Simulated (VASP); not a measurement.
# P (Imma) in VASP: single point with PBEsol

Aim: the single point of P with PBEsol.

All numbers are computed with VASP 6.6.1; they aren't measurements. Logs are shortened: lines on timing, memory, paths and dates and some standing lists are left out, and cuts for length are marked.

### 1 The cell of the first run

The structure is orthorhombic, space group Imma (No. 74). Conventional cell: a = 3.654 Å, b = 5.433 Å, c = 4.015 Å, α = 90.00°, β = 90.00°, γ = 90.00°. P (site symmetry mm2) has 6 P at 2.42 to 3.04 Å within 3.2 Å.

### 2 Single point, PBEsol (strain +0.080 along x and y, +0.080 along z)

File INCAR:

```
SYSTEM = P
PREC     = Accurate       ! precision mode
ENCUT    = 520            ! plane-wave cutoff, eV
EDIFF    = 1E-6           ! SCF threshold, eV
ISMEAR   = 0              ! smearing method
SIGMA    = 0.15           ! smearing width, eV
LREAL    = .False.        ! projectors in reciprocal space
LASPH    = .True.         ! aspherical terms in the spheres
NELM     = 60             ! most SCF steps
ALGO     = Normal         ! electronic algorithm
ISIF     = 2              ! what is computed and relaxed
LWAVE    = .False.        ! write WAVECAR
LCHARG   = .False.        ! write CHGCAR
GGA      = PS             ! functional
NBANDS   = 12             ! bands
```

File KPOINTS:

```
regular mesh
0
Gamma
  18 18 18
  0 0 0
```

File POSCAR:

```
P
1.0
   -1.8268308465      2.7163782403      2.0076596667
    1.8268308465     -2.7163782403      2.0076596667
    1.8268308465      2.7163782403     -2.0076596667
P
2
Direct
    0.8033091100      0.0533091100      0.7500000000
    0.1966908900      0.9466908900      0.2500000000
```

Potentials or basis: VASP PAW PBE potentials, release 64 (P).

Launch:

```console
> cat potpaw_PBE.64/P/POTCAR > POTCAR
> mpirun -np 1 vasp_std > vasp.out
```

OUTCAR:

```text
SYSTEM = P
   PREC = Accurate
   ENCUT = 520
   EDIFF = 1E-6
   ISMEAR = 0
   LREAL = .False.
   LASPH = .True.
   NELM = 60
   ISIF = 2
   GGA = PS

 ion  position               nearest neighbor table
   1  0.803  0.053  0.750-   2 2.42   2 2.42   2 2.75   2 2.75
   2  0.197  0.947  0.250-   1 2.42   1 2.42   1 2.75   1 2.75

  LATTYP: Found a body centered orthorhombic cell.
 ALAT       =     3.6536616930
 B/A-ratio  =     1.0989849830
 C/A-ratio  =     1.4869347348

  Lattice vectors:

 A1 = (   1.8268308465,  -2.7163782403,  -2.0076596667)
 A2 = (  -1.8268308465,  -2.7163782403,   2.0076596667)
 A3 = (  -1.8268308465,   2.7163782403,  -2.0076596667)

Analysis of symmetry for initial positions (statically):
=====================================================================
 Subroutine PRICEL returns:
 Original cell was already a primitive cell.

 Routine SETGRP: Setting up the symmetry group for a
 body centered orthorhombic supercell.

 Subroutine GETGRP returns: Found  8 space group operations
 (whereof  4 operations were pure point group operations)
 out of a pool of  8 trial point group operations.

The static configuration has the point symmetry C_2h.
 The point group associated with its full space group is D_2h.

Analysis of symmetry for dynamics (positions and initial velocities):
=====================================================================
 Subroutine PRICEL returns:
 Original cell was already a primitive cell.

 Routine SETGRP: Setting up the symmetry group for a
 body centered orthorhombic supercell.

 Subroutine GETGRP returns: Found  8 space group operations
 (whereof  4 operations were pure point group operations)
 out of a pool of  8 trial point group operations.

The dynamic configuration has the point symmetry C_2h.
 The point group associated with its full space group is D_2h.

 Subroutine INISYM returns: Found  8 space group operations
 (whereof  4 operations are pure point group operations),
 and found     1 'primitive' translations

----------------------------------------------------------------------------------------

                                     Primitive cell

  volume of cell :      39.8509

  direct lattice vectors                    reciprocal lattice vectors
    -1.826830847  2.716378240  2.007659667     0.000000000  0.184068622  0.249046195
     1.826830847 -2.716378240  2.007659667     0.273698028  0.000000000  0.249046195
     1.826830847  2.716378240 -2.007659667     0.273698028  0.184068622  0.000000000

  length of vectors
[... 92 lines left out ...]
   PSTRESS=    0.0 pullay stress
   NELECT =      10.0000    total number of electrons
   NUPDOWN=      -1.0000    fix difference up-down
   EMIN   =  10.00;   EMAX   =-10.00  energy-range for DOS
   EFERMI =   0.00;   METHOD = LEGACY
   ISMEAR =     0;   SIGMA  =   0.15  broadening in eV -4-tet -1-fermi 0-gaus
   EFERMI_NEDOS =   21; number of points for ismear=-14 and -15
   IALGO  =     38    algorithm
   IMIX   =      4    mixing-type and parameters
     AMIX     =   0.40;   BMIX     =  1.00
     AMIX_MAG =   1.60;   BMIX_MAG =  1.00
  volume/ion in A,a.u.               =      19.93       134.46
  Fermi-wavevector in a.u.,A,eV,Ry     =   1.032592  1.951315 14.507151  1.066246
  Thomas-Fermi vector in A             =   2.166797
   LORBIT       =      0    0 simple, 1 ext, 2 COOP (PROOUT), +10 PAW based schemes
   GGA     = PS    functional components
   LHFCALC =     F    Hartree Fock is set to
   AEXX    =    0.0000 exact exchange contribution
   IVDW    =     0    specifies the selected vdW correction
   LEPSILON=     F    determine dielectric tensor
   LRPA    =     F    only Hartree local field effects (RPA)
 non-spin polarized calculation
 Gauss-broadening in eV      SIGMA  =   0.15
  energy-cutoff  :      520.00
  volume of cell :       39.85
 maximum number of plane-waves:      1096
 NGX is ok and might be reduce to    30
   NGX = 15   NGY = 15   NGZ = 15

 number of electron      10.0000000 magnetization

 Free energy of the ion-electron system (eV)
  ---------------------------------------------------
  ext. energy  EPLUGINS =         0.00000000
  ---------------------------------------------------
  free energy    TOTEN  =       -11.06224391 eV

  energy without entropy =      -11.06008557  energy(sigma->0) =      -11.06116474

 E-fermi :   5.8519     XC(G=0):  -9.9970

 val. band max:        5.8501688766   @ k =   0.1667  -0.1667   0.1111
 cond. band min:       5.8548687885   @ k =  -0.1667  -0.1667   0.1111
 fundamental gap:      0.0046999119
 Fermi energy:         5.8518904157

 k-point     1 :       0.0000    0.0000    0.0000
  band No.  band energies     occupation
      1      -8.2912      2.00000
      2       1.3306      2.00000
      3       3.4968      2.00000
      4       3.6056      2.00000
      5       4.2479      2.00000
      6       7.4958      0.00000
      7       8.2123      0.00000
      8       9.3222      0.00000
      9      11.7530      0.00000
     10      12.3052      0.00000
     11      12.6964      0.00000
     12      13.1664      0.00000
[... 331 lines left out ...]
 k-point    24 :      -0.2778    0.0556    0.0000
  band No.  band energies     occupation
      1      -7.6122      2.00000
      2      -1.2754      2.00000
      3       3.0651      2.00000
      4       4.2772      2.00000
      5       4.8662      2.00000
      6       6.8668      0.00000
      7       7.3973      0.00000
      8       8.4687      0.00000
      9      11.9144      0.00000
     10      12.4354      0.00000
     11      13.5395      0.00000
     12      15.9384      0.00000

 [... further k-points ...]

------------------------ aborting loop because EDIFF is reached ----------------------------------------

  FORCE on cell =-STRESS in cart. coord.  units (eV):
  Direction    XX          YY          ZZ          XY          YZ          ZX
  --------------------------------------------------------------------------------------
  -------------------------------------------------------------------------------------
  Total       -4.3870460     -3.6375036     -3.2882129      0.0000000     -0.0000000      0.0000000
  in kB     -176.3778759   -146.2430902   -132.2001191      0.0000000     -0.0000000      0.0000000
  external PRESSURE =    -151.6070284 kB  Pullay stress =       0.0000000 kB

 VOLUME and BASIS-vectors are now :
 -----------------------------------------------------------------------------
  energy-cutoff  :      520.00
  volume of cell :       39.85
      direct lattice vectors                 reciprocal lattice vectors
    -1.826830847  2.716378240  2.007659667     0.000000000  0.184068622  0.249046195
     1.826830847 -2.716378240  2.007659667     0.273698028  0.000000000  0.249046195
     1.826830847  2.716378240 -2.007659667     0.273698028  0.184068622  0.000000000

 POSITION                                       TOTAL-FORCE (eV/Angst)
 -----------------------------------------------------------------------------------
      0.00000      4.07457      0.21405         0.000000      0.000000      0.922149
      1.82683     -1.35819      1.79361        -0.000000     -0.000000     -0.922149
 -----------------------------------------------------------------------------------
    total drift:                                0.000000      0.000000     -0.000000

  FREE ENERGIE OF THE ION-ELECTRON SYSTEM (eV)
  ---------------------------------------------------
  free  energy   TOTEN  =       -11.0622439095 eV

  energy  without entropy=      -11.0600855688  energy(sigma->0) =      -11.06116474
```

Wall time 6 min (1 thread of Intel Xeon Platinum 8259CL at 2.50GHz (Skylake/Cascade Lake), shared host); peak memory 0.41 GiB.

What came out:

| Property | Result |
| --- | --- |
| Free energy | -11.0622 eV |
| Pressure | -15.2 GPa |
| Largest force | 0.922 eV/Å |
| Band gap on the k mesh | zero (bands 5 and 6 overlap by 0.53 eV) |

Forces in eV/Å, atoms in the order of the input:
```
P    0.000  0.000  0.922
P    0.000  0.000 -0.922
```

Stress tensor (GPa, compression positive):
```
-17.64   0.00   0.00
  0.00 -14.62   0.00
  0.00   0.00 -13.22
```

Caveat: the cell differs from its parent crystal (strain +0.080 along x and y, +0.080 along z); the cell stands under tension; the PAW data sets were made with another functional, which shifts forces and pressure a little.
